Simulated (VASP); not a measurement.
# Ag (Cm) in VASP: single point with PBE

Aim: the single point of Ag with PBE.

All numbers are computed with VASP 6.6.1; they aren't measurements. Logs are shortened: lines on timing, memory, paths and dates and some standing lists are left out, and cuts for length are marked.

### Step 1. The cell of the first run

It takes space group Cm (No. 8, monoclinic). Conventional cell: a = 5.103 Å, b = 2.946 Å, c = 7.403 Å, α = 90.00°, β = 103.28°, γ = 90.00°. Within 2.3 Å of Ag (site symmetry m) lie 1 Ag at 1.71 Å. Within 2.3 Å of Ag (site symmetry m) lie 1 Ag at 1.71 Å. Ag (site symmetry m) has 12 Ag at 2.95 to 3.56 Å within 3.9 Å.

### Step 2. Single point, PBE (shortest bond scaled by 0.58)

File INCAR:

```
PREC     = Accurate       # precision mode
ENCUT    = 520            # plane-wave cutoff, eV
EDIFF    = 1E-7           # SCF threshold, eV
ISMEAR   = -1             # smearing method
SIGMA    = 0.05           # smearing width, eV
LREAL    = False          # projectors in reciprocal space
LASPH    = True           # aspherical terms in the spheres
NELM     = 100            # most SCF steps
ALGO     = Normal         # electronic algorithm
ISIF     = 2              # what is computed and relaxed
LWAVE    = False          # write WAVECAR
LCHARG   = False          # write CHGCAR
GGA      = PE             # functional
NBANDS   = 24             # bands
```

File KPOINTS:

```
regular mesh
0
Gamma
  12 12 12
```

File POSCAR:

```
Ag
1.0
    1.4730471633      0.8504641762      7.2046500000
   -1.4730471633      0.8504641762      7.2046500000
    0.0000000000     -1.7009283525      7.2046500000
Ag
3
Direct
   -0.0466790100     -0.0466790100      0.1633209900
    0.8243980100      0.8243980100      0.6143980100
    0.2222810000      0.2222810000      0.2222810000
```

Potentials or basis: VASP PAW PBE potentials, release 64 (Ag).

The run is started by

```bash
$ cat potpaw_PBE.64/Ag/POTCAR > POTCAR
$ mpirun -np 1 vasp_std > vasp.out
```

OUTCAR:

```text
PREC = Accurate
   ENCUT = 520
   EDIFF = 1E-7
   ISMEAR = -1
   LREAL = False
   LASPH = True
   NELM = 100
   ISIF = 2
   GGA = PE

 ion  position               nearest neighbor table
   1  0.953  0.953  0.163-   2 1.71   2 2.56   2 2.56   3 3.29   3 3.29   2 3.40   2 3.40   3 3.56

   2  0.824  0.824  0.614-   1 1.71   1 2.56   1 2.56   3 3.20   1 3.40   1 3.40   3 3.48   3 3.48

   3  0.222  0.222  0.222-   2 3.20   1 3.29   1 3.29   2 3.48   2 3.48   1 3.56

 -----------------------------------------------------------------------------
|                                                                             |
|           W    W    AA    RRRRR   N    N  II  N    N   GGGG   !!!           |
|           W    W   A  A   R    R  NN   N  II  NN   N  G    G  !!!           |
|           W    W  A    A  R    R  N N  N  II  N N  N  G       !!!           |
|           W WW W  AAAAAA  RRRRR   N  N N  II  N  N N  G  GGG   !            |
|           WW  WW  A    A  R   R   N   NN  II  N   NN  G    G                |
|           W    W  A    A  R    R  N    N  II  N    N   GGGG   !!!           |
|                                                                             |
|     The distance between some ions is very small. Please check the          |
|     nearest-neighbor list in the OUTCAR file.                               |
|     I HOPE YOU KNOW WHAT YOU ARE DOING!                                     |
|                                                                             |
 -----------------------------------------------------------------------------

  LATTYP: Found a trigonal (rhomboedric) cell.
 ALAT       =     7.4027115899
 COS(alpha) =     0.9208079399

  Lattice vectors:

 A1 = (   1.4730471633,   0.8504641762,   7.2046500000)
 A2 = (  -1.4730471633,   0.8504641762,   7.2046500000)
 A3 = (   0.0000000000,  -1.7009283525,   7.2046500000)

Analysis of symmetry for initial positions (statically):
=====================================================================
 Subroutine PRICEL returns:
 Original cell was already a primitive cell.

 Routine SETGRP: Setting up the symmetry group for a
 trigonal (rhombohedral) supercell.

 Subroutine GETGRP returns: Found  2 space group operations
 (whereof  2 operations were pure point group operations)
 out of a pool of 12 trial point group operations.

The static configuration has the point symmetry C_1h.

Analysis of symmetry for dynamics (positions and initial velocities):
=====================================================================
 Subroutine PRICEL returns:
 Original cell was already a primitive cell.

 Routine SETGRP: Setting up the symmetry group for a
 trigonal (rhombohedral) supercell.

 Subroutine GETGRP returns: Found  2 space group operations
 (whereof  2 operations were pure point group operations)
 out of a pool of 12 trial point group operations.

The dynamic configuration has the point symmetry C_1h.

 Subroutine INISYM returns: Found  2 space group operations
 (whereof  2 operations are pure point group operations),
 and found     1 'primitive' translations

----------------------------------------------------------------------------------------

                                     Primitive cell

  volume of cell :      54.1548

  direct lattice vectors                    reciprocal lattice vectors
     1.473047163  0.850464176  7.204650000     0.339432445  0.195971413  0.046266416
    -1.473047163  0.850464176  7.204650000    -0.339432445  0.195971413  0.046266416
     0.000000000 -1.700928353  7.204650000     0.000000000 -0.391942827  0.046266416

  length of vectors
     7.402711590  7.402711590  7.402711590     0.394664111  0.394664111  0.394664111

  position of ions in fractional coordinates (direct lattice)
     0.953320990  0.953320990  0.163320990
     0.824398010  0.824398010  0.614398010
     0.222281000  0.222281000  0.222281000

  ion indices of the primitive-cell ions
   primitive index   ion index
                 1           1
                 2           2
                 3           3

----------------------------------------------------------------------------------------

 KPOINTS: regular mesh

Automatic generation of k-mesh.
 Grid dimensions read from file:
 generate k-points for:   12   12   12

 Generating k-lattice:

  Cartesian coordinates                     Fractional coordinates (reciprocal lattice)
     0.028286037  0.016330951  0.003855535     0.083333333 -0.000000000 -0.000000000
    -0.028286037  0.016330951  0.003855535    -0.000000000  0.083333333 -0.000000000
     0.000000000 -0.032661902  0.003855535    -0.000000000 -0.000000000  0.083333333

  Length of vectors
     0.032888676  0.032888676  0.032888676

  Shift w.r.t. Gamma in fractional coordinates (k-lattice)
     0.000000000  0.000000000  0.000000000

 Subroutine IBZKPT returns following result:
 ===========================================

 Found    476 irreducible k-points:

 Following reciprocal coordinates:
            Coordinates               Weight
  0.000000  0.000000  0.000000      1.000000
  0.083333 -0.000000  0.000000      4.000000
  0.000000  0.000000  0.083333      2.000000
  0.166667 -0.000000  0.000000      4.000000
  0.000000  0.000000  0.166667      2.000000
  0.250000  0.000000  0.000000      4.000000
[... 16 lines left out ...]
 -0.333333  0.000000 -0.083333      4.000000
  0.083333  0.000000  0.333333      4.000000
 [... further k-points ...]
   k-points           NKPTS =    476   k-points in BZ     NKDIM =    476   number of bands    NBANDS=     24
   number of dos      NEDOS =    301   number of ions     NIONS =      3
   total plane-waves  NPLWV = 175616
   dimension x,y,z NGX =    56 NGY =   56 NGZ =   56
   dimension x,y,z NGXF=   112 NGYF=  112 NGZF=  112
   ions per type =               3
   NGX,Y,Z   is equivalent  to a cutoff of  12.58, 12.58, 12.58 a.u.
   NGXF,Y,Z  is equivalent  to a cutoff of  25.15, 25.15, 25.15 a.u.
 SYSTEM =  unknown system
   PREC   = accura    normal or accurate (medium, high low for compatibility)
   ISTART =      0    job   : 0-new  1-cont  2-samecut
   ICHARG =      2    charge: 1-file 2-atom 10-const
   ISPIN  =      1    spin polarized calculation?
   LNONCOLLINEAR =      F non collinear calculations
   LSORBIT =      F    spin-orbit coupling
   LASPH  =      T    aspherical Exc in radial PAW
   ENCUT  =  520.0 eV  38.22 Ry    6.18 a.u.  13.76 13.76 13.76*2*pi/ulx,y,z
   NELM   =    100;   NELMIN=  2; NELMDL= -5     # of ELM steps
   EDIFF  = 0.1E-06   stopping-criterion for ELM
   LREAL  =      F    real-space projection
   EDIFFG = 0.1E-05   stopping-criterion for IOM
   NSW    =      0    number of steps for IOM
   IBRION =     -1    ionic relax: 0-MD 1-quasi-New 2-CG
   NFREE  =      0    steps in history (QN), initial steepest desc. (CG)
   ISIF   =      2    stress and relaxation
   ISYM   =      2    0-nonsym 1-usesym 2-fastsym
   POTIM  = 0.5000    time-step for ionic-motion
   TEBEG  =    0.0;   TEEND  =   0.0 temperature during run
   PSTRESS=    0.0 pullay stress
   NELECT =      33.0000    total number of electrons
   NUPDOWN=      -1.0000    fix difference up-down
   EMIN   =  10.00;   EMAX   =-10.00  energy-range for DOS
   EFERMI =   0.00;   METHOD = LEGACY
   ISMEAR =    -1;   SIGMA  =   0.05  broadening in eV -4-tet -1-fermi 0-gaus
   EFERMI_NEDOS =   21; number of points for ismear=-14 and -15
   IALGO  =     38    algorithm
   IMIX   =      4    mixing-type and parameters
     AMIX     =   0.40;   BMIX     =  1.00
     AMIX_MAG =   1.60;   BMIX_MAG =  1.00
  volume/ion in A,a.u.               =      18.05       121.82
  Fermi-wavevector in a.u.,A,eV,Ry     =   1.387929  2.622805 26.209536  1.926347
  Thomas-Fermi vector in A             =   2.512103
   LORBIT       =      0    0 simple, 1 ext, 2 COOP (PROOUT), +10 PAW based schemes
   GGA     = PE    functional components
[... 5 lines left out ...]
 non-spin polarized calculation
  energy-cutoff  :      520.00
  volume of cell :       54.15
 maximum number of plane-waves:      1494
   NGX = 27   NGY = 27   NGZ = 27

 number of electron      33.0000001 magnetization

 Free energy of the ion-electron system (eV)
  ---------------------------------------------------
  ext. energy  EPLUGINS =         0.00000000
  ---------------------------------------------------
  free energy    TOTEN  =         3.60011386 eV

  energy without entropy =        3.60364948  energy(sigma->0) =        3.60188167

 E-fermi :   7.9982     XC(G=0): -11.6237

 val. band max:        7.9975321713   @ k =   0.2500  -0.0833   0.3333
 cond. band min:       8.0072824541   @ k =  -0.2500   0.0000  -0.1667
 fundamental gap:      0.0097502828
 Fermi energy:         7.9982499952

 k-point     1 :       0.0000    0.0000    0.0000
  band No.  band energies     occupation
      1      -2.2880      2.00000
      2      -2.2022      2.00000
      3      -1.1876      2.00000
      4       0.2489      2.00000
      5       0.7025      2.00000
      6       2.0374      2.00000
[... 16 lines left out ...]
     23      24.4491      0.00000
     24      25.9575      0.00000

 k-point     2 :       0.0833   -0.0000    0.0000
  band No.  band energies     occupation
      1      -2.2323      2.00000
      2      -2.1495      2.00000
      3      -1.2262      2.00000
      4       0.3961      2.00000
      5       0.6863      2.00000
      6       1.9775      2.00000
[... 16 lines left out ...]
     23      23.8660      0.00000
     24      24.6709      0.00000

 k-point     3 :       0.0000    0.0000    0.0833
  band No.  band energies     occupation
      1      -2.2044      2.00000
      2      -2.1451      2.00000
      3      -1.1459      2.00000
      4       0.4063      2.00000
      5       0.8069      2.00000
      6       1.6562      2.00000
[... 16 lines left out ...]
     23      23.9353      0.00000
     24      24.8654      0.00000
[... 514 lines left out ...]
 k-point    23 :      -0.3333    0.0000   -0.0833
  band No.  band energies     occupation
      1      -2.0827      2.00000
      2      -1.7496      2.00000
      3      -1.4088      2.00000
      4       0.2232      2.00000
      5       1.6973      2.00000
      6       3.0172      2.00000
[... 16 lines left out ...]
     23      19.7353      0.00000
     24      19.9224      0.00000

 k-point    24 :       0.0833    0.0000    0.3333
  band No.  band energies     occupation
      1      -1.8541      2.00000
      2      -1.4137      2.00000
      3      -0.8502      2.00000
      4       0.3027      2.00000
      5       1.6486      2.00000
      6       2.4552      2.00000
[... 16 lines left out ...]
     23      19.2557      0.00000
     24      20.3268      0.00000

 [... further k-points ...]

------------------------ aborting loop because EDIFF is reached ----------------------------------------

  FORCE on cell =-STRESS in cart. coord.  units (eV):
  Direction    XX          YY          ZZ          XY          YZ          ZX
  --------------------------------------------------------------------------------------
  -------------------------------------------------------------------------------------
  Total        3.2016786     24.6159040     41.8493900      0.0000000    -26.6794349      0.0000000
  in kB       94.7221411    728.2651997   1238.1204565      0.0000000   -789.3150696      0.0000000
  external PRESSURE =     687.0359325 kB  Pullay stress =       0.0000000 kB

 VOLUME and BASIS-vectors are now :
 -----------------------------------------------------------------------------
  energy-cutoff  :      520.00
  volume of cell :       54.15
      direct lattice vectors                 reciprocal lattice vectors
     1.473047163  0.850464176  7.204650000     0.339432445  0.195971413  0.046266416
    -1.473047163  0.850464176  7.204650000    -0.339432445  0.195971413  0.046266416
     0.000000000 -1.700928353  7.204650000     0.000000000 -0.391942827  0.046266416

 POSITION                                       TOTAL-FORCE (eV/Angst)
 -----------------------------------------------------------------------------------
      0.00000      1.34373     14.91336         0.000000     19.264982    -32.025463
      0.00000      0.35719     16.30552         0.000000    -19.261470     32.013408
      0.00000     -0.00000      4.80437         0.000000     -0.003512      0.012055
 -----------------------------------------------------------------------------------
    total drift:                                0.000000      0.000030     -0.000215

  FREE ENERGIE OF THE ION-ELECTRON SYSTEM (eV)
  ---------------------------------------------------
  free  energy   TOTEN  =         3.6001138559 eV

  energy  without entropy=        3.6036494820  energy(sigma->0) =        3.60188167
```

Run time: 38 min. Hardware: 1 thread of Intel Xeon Platinum 8259CL at 2.50GHz (Skylake/Cascade Lake), shared host; peak memory 0.77 GiB.

Results:

```yaml
Free_energy: 3.6001 eV
Pressure: 68.7 GPa
Largest_force: 37.373 eV/Å
```

Forces on the atoms (eV/Å):
```
Ag    0.000  19.265 -32.025
Ag    0.000 -19.261  32.013
Ag    0.000  -0.004   0.012
```

Caveat: the cell differs from its parent crystal (shortest bond scaled by 0.58); forces of over 1 eV/Å act on the atoms, so gaps and moduli don't describe the material at rest.
